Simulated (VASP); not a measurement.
# Al7Si9C9N7 (P1) in VASP: single point with PBEsol

Aim: the single point of Al7Si9C9N7 with PBEsol.

Program: VASP 6.6.1. These are calculated values, not measurements. Logs are shortened: lines on timing, memory, paths and dates and some standing lists are left out, and cuts for length are marked.

## 1. The cell of the first run

The typed cell holds 96 atoms: a = 9.278 Å, b = 10.713 Å, c = 10.039 Å, α = 90.00°, β = 90.00°, γ = 90.00°.

## 2. Single point, PBEsol

INCAR

```
SYSTEM = Al7Si9C9N7
PREC = Accurate
ENCUT = 520
EDIFF = 1E-6
ISMEAR = -1
SIGMA = 0.05
LREAL = Auto
LASPH = .True.
NELM = 100
ALGO = Normal
ISIF = 2
LWAVE = .False.
LCHARG = .False.
GGA = PS
ISYM = 0
NBANDS = 246
```

KPOINTS

```
Automatic mesh
0
Gamma
  1 1 1
  0.25 0.25 0.25
```

POSCAR

```
Al7Si9C9N7
1.0
    9.2779460000      0.0000000000      0.0000000000
    0.0000000000     10.7132490000      0.0000000000
    0.0000000000      0.0000000000     10.0387830000
Al Si C N
21 27 27 21
Direct
    0.1647300000      0.0826950000      0.2519890000
    0.1618840000      0.0827020000      0.7525810000
    0.0002990000      0.3325500000      0.2482690000
    0.3386780000      0.3299050000      0.2496910000
    0.1692840000      0.5843990000      0.2458390000
    0.6663590000      0.3344130000      0.2469330000
    0.4997570000      0.5812440000      0.2483550000
    0.8350470000      0.5833680000      0.2510740000
    0.6675160000      0.8342730000      0.2439250000
    0.9993200000      0.1642360000      0.9996010000
    0.3312870000      0.1642220000      0.9981330000
    0.1660360000      0.4169420000      0.0009500000
    0.0008380000      0.6641480000      0.9989900000
    0.6664250000      0.1645460000      0.9995320000
    0.5062020000      0.4188580000      0.9995260000
    0.3323210000      0.6676120000      0.9976750000
    0.1665460000      0.9148810000      0.9978330000
    0.8282250000      0.4161830000      0.9978090000
    0.6654070000      0.6685920000      0.0000620000
    0.5020130000      0.9172710000      0.9981790000
    0.8314810000      0.9198300000      0.9992440000
    0.9981720000      0.3330420000      0.7480970000
    0.4986610000      0.0835840000      0.2499800000
    0.4988930000      0.0844630000      0.7492340000
    0.3313400000      0.3314320000      0.7516860000
    0.1697010000      0.5847190000      0.7481510000
    0.9995080000      0.8320510000      0.2464340000
    0.9980170000      0.8306790000      0.7503660000
    0.8347700000      0.0824970000      0.2482470000
    0.8329360000      0.0841600000      0.7476870000
    0.6700590000      0.3313250000      0.7497450000
    0.5006190000      0.5793200000      0.7492800000
    0.3305190000      0.8344770000      0.2503180000
    0.3334750000      0.8327050000      0.7485380000
    0.8314520000      0.5833580000      0.7474970000
    0.6684960000      0.8333850000      0.7491660000
    0.9961290000      0.1635820000      0.5008560000
    0.3338740000      0.1661720000      0.4991370000
    0.1652300000      0.4163720000      0.5030670000
    0.0008090000      0.6648020000      0.5007570000
    0.6653950000      0.1660610000      0.5018020000
    0.5002850000      0.4166950000      0.4946570000
    0.3342000000      0.6670210000      0.5004080000
    0.1710770000      0.9174630000      0.5005330000
    0.8348950000      0.4164550000      0.4990910000
    0.6637880000      0.6679330000      0.4992060000
    0.5006800000      0.9145740000      0.4999100000
    0.8363360000      0.9151630000      0.4976110000
    0.0016510000      0.1626830000      0.1927140000
    0.9987100000      0.1651550000      0.6906690000
    0.3344400000      0.1653370000      0.1869390000
    0.3336990000      0.1667450000      0.6904660000
    0.1632400000      0.4149840000      0.1855350000
    0.1676840000      0.4139230000      0.6854140000
    0.6669590000      0.1679700000      0.1881350000
    0.6657660000      0.1654990000      0.6884660000
    0.4993860000      0.4161640000      0.1847680000
    0.5056690000      0.4185940000      0.6914580000
    0.8334210000      0.4157800000      0.1909150000
    0.8357330000      0.4139930000      0.6919200000
    0.6675760000      0.6653660000      0.1906700000
    0.1716240000      0.0838790000      0.4378490000
    0.1685630000      0.0828510000      0.9375950000
    0.9979430000      0.3356960000      0.4395200000
    0.9996310000      0.3322870000      0.9367440000
    0.5009510000      0.0821020000      0.4388010000
    0.3285180000      0.3368360000      0.4367950000
    0.3317610000      0.3324400000      0.9405110000
    0.1658060000      0.5800420000      0.4367150000
    0.8347650000      0.0854600000      0.4392450000
    0.6674080000      0.3336020000      0.4356530000
    0.6703950000      0.3315800000      0.9386610000
    0.5010520000      0.5841870000      0.4367440000
    0.4983860000      0.5810400000      0.9389810000
    0.8322680000      0.5857170000      0.4396270000
    0.0001860000      0.6668870000      0.1838050000
    0.0006480000      0.6641050000      0.6872860000
    0.3329630000      0.6631940000      0.1885880000
    0.3350440000      0.6671260000      0.6908610000
    0.1680510000      0.9141580000      0.1877130000
    0.1677550000      0.9153430000      0.6856670000
    0.6688670000      0.6692980000      0.6885330000
    0.5020490000      0.9157690000      0.1871040000
    0.5027530000      0.9173400000      0.6875250000
    0.8291220000      0.9173270000      0.1876880000
    0.8341280000      0.9149690000      0.6824470000
    0.4979720000      0.0812080000      0.9381460000
    0.1676760000      0.5831200000      0.9405280000
    0.0016440000      0.8299590000      0.4405920000
    0.9999900000      0.8343700000      0.9372630000
    0.8309990000      0.0807440000      0.9394900000
    0.3337580000      0.8344150000      0.4370020000
    0.3367510000      0.8319130000      0.9393570000
    0.8297250000      0.5820740000      0.9396430000
    0.6661130000      0.8308170000      0.4384710000
    0.6670290000      0.8332720000      0.9408150000
```

Potentials or basis: VASP PAW PBE potentials, release 64 (Al, Si, C, N).

Launch:

```bash
cat potpaw_PBE.64/Al/POTCAR potpaw_PBE.64/Si/POTCAR potpaw_PBE.64/C/POTCAR potpaw_PBE.64/N/POTCAR > POTCAR
mpirun -np 1 vasp_std > vasp.out
```

OUTCAR:

```text
SYSTEM = Al7Si9C9N7
   PREC = Accurate
   ENCUT = 520
   EDIFF = 1E-6
   ISMEAR = -1
   LREAL = Auto
   LASPH = .True.
   NELM = 100
   ISIF = 2
   GGA = PS
   ISYM = 0

 ion  position               nearest neighbor table
   1  0.165  0.083  0.252-  49 1.84  62 1.87  80 1.92  51 1.92  44 3.06  29 3.06  38 3.07  33 3.07
                            37 3.07   3 3.08  10 3.09  27 3.09  23 3.10   4 3.10  11 3.11  17 3.12
   2  0.162  0.083  0.753-  63 1.86  50 1.86  81 1.92  52 1.93  10 3.03  17 3.05  11 3.05  30 3.05
                            37 3.08  22 3.08  44 3.09  25 3.09  28 3.10  34 3.12  24 3.13  38 3.13
   3  0.000  0.333  0.248-  53 1.86  59 1.88  49 1.90  64 1.92  12 3.06  10 3.08   1 3.08  45 3.08
                            29 3.09   8 3.09   6 3.10  18 3.11  39 3.11  37 3.12   5 3.12   4 3.14
   4  0.339  0.330  0.250-  57 1.87  51 1.87  67 1.88  53 1.97  42 3.03  23 3.03   6 3.04  38 3.06
                             7 3.08  11 3.09   1 3.10  15 3.10  12 3.11   3 3.14   5 3.15  39 3.15
   5  0.169  0.584  0.246-  78 1.83  76 1.91  53 1.91  69 1.92  12 3.04  16 3.05  13 3.05   7 3.07
                            33 3.07  27 3.09   8 3.10  43 3.11  40 3.12   3 3.12   4 3.15  39 3.15
   6  0.666  0.334  0.247-  59 1.87  55 1.88  57 1.89  71 1.89  15 3.03   4 3.04  18 3.05  42 3.06
                             7 3.06  14 3.08   8 3.09   3 3.10  45 3.10  23 3.11  29 3.12  41 3.13
   7  0.500  0.581  0.248-  78 1.88  57 1.88  61 1.89  73 1.89  42 3.04  15 3.04   6 3.06   5 3.07
                            19 3.07   4 3.08  46 3.09  16 3.10  43 3.10   8 3.11   9 3.13  33 3.13
   8  0.835  0.583  0.251-  61 1.89  75 1.89  59 1.89  76 1.90  45 3.07  40 3.07  27 3.07  13 3.09
                            46 3.09   6 3.09   3 3.09   5 3.10   9 3.11  19 3.11  18 3.11   7 3.11
   9  0.668  0.834  0.244-  85 1.83  83 1.86  61 1.89  95 1.95  19 3.02  21 3.03  20 3.04  29 3.08
[... 17 lines left out ...]
  18  0.828  0.416  0.998-  72 1.82  94 1.87  65 1.93  59 1.94  15 2.99  31 3.03   6 3.05  14 3.09
                            35 3.09  22 3.09  19 3.10  13 3.10   3 3.11   8 3.11  10 3.13  12 3.13
  19  0.665  0.669  0.000-  96 1.86  94 1.88  74 1.91  61 1.91   9 3.02  15 3.06  20 3.07   7 3.07
                            36 3.08  16 3.09  32 3.10  18 3.10  21 3.10  35 3.10   8 3.11  13 3.11
  20  0.502  0.917  0.998-  87 1.86  96 1.87  93 1.88  83 1.90   9 3.04  21 3.06  14 3.06  19 3.07
                            36 3.07  24 3.07  11 3.08  34 3.09  23 3.09  16 3.10  17 3.11  33 3.12
  21  0.831  0.920  0.999-  91 1.83  96 1.88  85 1.89  90 1.92   9 3.03  14 3.04  10 3.05  29 3.05
                            20 3.06  36 3.07  27 3.08  30 3.08  28 3.09  19 3.10  17 3.11  13 3.16
  22  0.998  0.333  0.748-  60 1.83  50 1.89  65 1.89  54 1.90  39 3.04  31 3.04  45 3.06  37 3.08
                            30 3.08   2 3.08  25 3.09  18 3.09  35 3.10  10 3.11  12 3.11  26 3.13
  23  0.499  0.084  0.250-  51 1.87  66 1.90  83 1.91  55 1.91   4 3.03  38 3.06  14 3.08  11 3.09
                            33 3.09  41 3.09  20 3.09  47 3.09   9 3.10   1 3.10   6 3.11  29 3.12
  24  0.499  0.084  0.749-  52 1.86  56 1.88  84 1.89  87 1.90  41 3.05  11 3.06  38 3.07  25 3.07
                            20 3.07  14 3.08  31 3.08  47 3.09  30 3.10  34 3.10  36 3.12   2 3.13
  25  0.331  0.331  0.752-  52 1.87  54 1.88  68 1.90  58 1.96  11 3.05  24 3.07  39 3.07  12 3.07
                            32 3.09  22 3.09  38 3.09   2 3.09  26 3.10  15 3.11  31 3.14
  26  0.170  0.585  0.748-  79 1.86  77 1.89  88 1.93  54 1.94  43 3.05  39 3.05  16 3.06  40 3.06
                            34 3.06  32 3.07  28 3.08  13 3.09  25 3.10  12 3.11  22 3.13  35 3.14
  27  1.000  0.832  0.246-  76 1.88  80 1.89  85 1.92  89 1.95  13 3.07  17 3.07   8 3.07  33 3.07
[... 382 lines left out ...]
   LHFCALC =     F    Hartree Fock is set to
   AEXX    =    0.0000 exact exchange contribution
   IVDW    =     0    specifies the selected vdW correction
   LEPSILON=     F    determine dielectric tensor
   LRPA    =     F    only Hartree local field effects (RPA)
 non-spin polarized calculation
  energy-cutoff  :      520.00
  volume of cell :      997.82
 maximum number of plane-waves:     26863
 NGX is ok and might be reduce to    70
   NGX = 35   NGY = 39   NGZ = 37

 number of electron     384.0000006 magnetization

 Free energy of the ion-electron system (eV)
  ---------------------------------------------------
  ext. energy  EPLUGINS =         0.00000000
  ---------------------------------------------------
  free energy    TOTEN  =      -712.47567921 eV

  energy without entropy =     -712.32038682  energy(sigma->0) =     -712.39803302

 E-fermi :   9.2285     XC(G=0): -11.3674

 val. band max:        9.2106454175   @ k =  -0.2500   0.2500  -0.2500
 cond. band min:       9.2367271509   @ k =  -0.2500   0.2500  -0.2500
 fundamental gap:      0.0260817334
 Fermi energy:         9.2285443695

 k-point     1 :       0.2500    0.2500    0.2500
  band No.  band energies     occupation
      1     -11.5313      2.00000
      2     -11.0637      2.00000
      3     -10.6057      2.00000
      4     -10.4070      2.00000
      5     -10.1744      2.00000
      6     -10.0131      2.00000
[... 817 lines left out ...]
    203      10.4745      0.00000
    204      10.5909      0.00000
 [bands above 204 left out]

------------------------ aborting loop because EDIFF is reached ----------------------------------------

  FORCE on cell =-STRESS in cart. coord.  units (eV):
  Direction    XX          YY          ZZ          XY          YZ          ZX
  --------------------------------------------------------------------------------------
  -------------------------------------------------------------------------------------
  Total       40.8141316     14.5597421     39.0656947     -0.3944758     -0.3323535      2.0541109
  in kB       65.5340543     23.3781510     62.7266404     -0.6333983     -0.5336502      3.2982256
  external PRESSURE =      50.5462819 kB  Pullay stress =       0.0000000 kB

 VOLUME and BASIS-vectors are now :
 -----------------------------------------------------------------------------
  energy-cutoff  :      520.00
  volume of cell :      997.82
      direct lattice vectors                 reciprocal lattice vectors
     9.277946000  0.000000000  0.000000000     0.107782477  0.000000000  0.000000000
     0.000000000 10.713249000  0.000000000     0.000000000  0.093342365  0.000000000
     0.000000000  0.000000000 10.038783000     0.000000000  0.000000000  0.099613668

 POSITION                                       TOTAL-FORCE (eV/Angst)
 -----------------------------------------------------------------------------------
      1.52836      0.88593      2.52966         1.067727      1.306697     -2.003259
      1.50195      0.88601      7.55500         1.050766      0.978524      1.207964
      0.00277      3.56269      2.49232        -0.184901     -0.816096     -0.164289
      3.14224      3.53435      2.50659        -1.013649      0.185445     -1.128280
      1.57061      6.26081      2.46792        -0.568130     -1.845643     -0.835457
      6.18244      3.58265      2.47891        -0.125472     -0.029756     -0.514268
[... 88 lines left out ...]
      6.18016      8.90075      4.40172         0.271428      0.969311      2.472168
      6.18866      8.92705      9.44464         0.571259      0.788449     -3.528809
 -----------------------------------------------------------------------------------
    total drift:                                0.038933      0.013244     -0.024800

  FREE ENERGIE OF THE ION-ELECTRON SYSTEM (eV)
  ---------------------------------------------------
  free  energy   TOTEN  =      -712.4756792116 eV

  energy  without entropy=     -712.3203868240  energy(sigma->0) =     -712.39803302
```

Run time: 1.5 h. Hardware: 1 thread of Intel Xeon 8259CL, shared host; peak memory 1.3 GiB.

What came out:

```yaml
Free_energy: -712.4757 eV
Pressure: 5.1 GPa
Largest_force: 5.177 eV/Å
Band_gap_on_the_k_mesh: 0.03 eV
```

Forces on the atoms (eV/Å):
```
Al   1.068  1.307 -2.003
Al   1.051  0.979  1.208
Al  -0.185 -0.816 -0.164
Al  -1.014  0.185 -1.128
Al  -0.568 -1.846 -0.835
Al  -0.125 -0.030 -0.514
Al   0.701 -0.349 -1.789
Al  -0.712 -0.833 -1.655
Al  -0.424 -2.144 -0.266
Al   0.610  0.596  0.413
Al   0.143  0.762  0.371
Al   0.002 -0.845 -0.002
Al  -0.894 -0.996 -0.209
Al  -0.379  0.920 -0.187
Al  -0.758 -1.372  0.135
Al   0.979 -1.484  0.624
Al   0.506  2.417 -0.746
Al   1.343 -0.136  1.536
Al  -0.333 -1.576  1.198
Al  -0.517  0.912  0.096
Al   0.372  0.338 -0.136
Si   0.784 -0.726  2.841
Si  -0.435  2.361 -1.876
Si  -0.669  2.209  2.191
Si   1.005  0.115  2.331
Si   0.005 -2.579  2.308
Si  -0.261 -0.953 -1.615
Si   0.603  0.667  1.645
Si   0.374  2.866 -1.205
Si   0.542  1.993  2.134
Si  -0.542  0.654  2.844
Si   0.093 -1.121  3.767
Si   0.867 -1.470 -2.394
Si  -0.421  0.525  1.910
Si  -0.010 -2.064  2.693
Si   0.138  0.098  2.289
Si   1.655  1.992  0.006
Si  -0.054  1.600  0.460
Si  -0.112 -1.496 -1.940
Si  -0.164 -1.970 -1.598
Si   0.206  1.354 -1.019
Si  -0.250 -1.201  0.341
Si   0.101 -1.983 -1.320
Si  -0.227  2.150 -0.346
Si  -0.439 -0.842 -0.598
Si   0.384 -1.317 -1.965
Si   0.529  1.370 -0.532
Si  -0.898  1.568 -0.920
C   -2.995 -2.220  0.303
C   -2.547 -0.175 -1.833
C    1.964 -3.205  1.636
C    1.686 -0.752 -1.656
C    0.990  2.017  0.674
C   -0.217  2.270  0.744
C    0.031 -4.911  1.638
C    0.102 -1.790 -0.065
C   -0.067  0.941  0.655
C   -0.702  0.135 -2.057
C    0.445  1.653 -1.006
C   -0.680  2.302 -1.508
C    0.230  2.176 -0.064
C   -1.094 -2.567  3.167
C   -0.953 -2.863  0.029
C    0.494 -0.742  2.466
C   -0.358  0.341 -2.605
C    0.099 -2.192  0.731
C    0.717 -0.652  2.982
C    0.574  0.158 -2.903
C    0.159  2.995  2.929
C   -0.923 -3.127  0.335
C   -0.082 -0.382  3.128
C   -0.826 -1.325 -3.461
C   -0.800  1.866  3.548
C   -0.013  3.014 -4.031
C    0.587  1.664  3.642
N    0.699  3.773  1.316
N    0.053  1.672  0.439
N   -0.496  4.712  0.548
N   -0.344  1.489 -0.794
N   -0.452 -3.112  1.753
N   -0.154 -3.629 -0.509
N   -0.038  1.469 -0.637
N   -2.496  0.078  1.498
N    0.009 -1.707  0.136
N    2.861 -0.017  1.170
N   -0.104 -1.425  0.431
N    1.084 -1.687 -2.888
N   -0.724  2.304 -3.342
N    0.144  0.473  0.002
N   -0.710 -1.304 -2.337
N   -0.290 -1.475 -3.201
N   -0.109 -0.292  0.209
N   -0.473  0.071 -2.866
N    1.206  2.431 -3.664
N    0.271  0.969  2.472
N    0.571  0.788 -3.529
```

Stress tensor (GPa, compression positive):
```
 6.55 -0.06  0.33
-0.06  2.34 -0.05
 0.33 -0.05  6.27
```

Caveat: the cell stands under pressure; semilocal functionals underestimate gaps, and a narrow one can read as zero; the PAW data sets were made with another functional, which shifts forces and pressure a little; a shifted mesh leaves out Γ, where band edges can lie. A k mesh can miss the band edges.
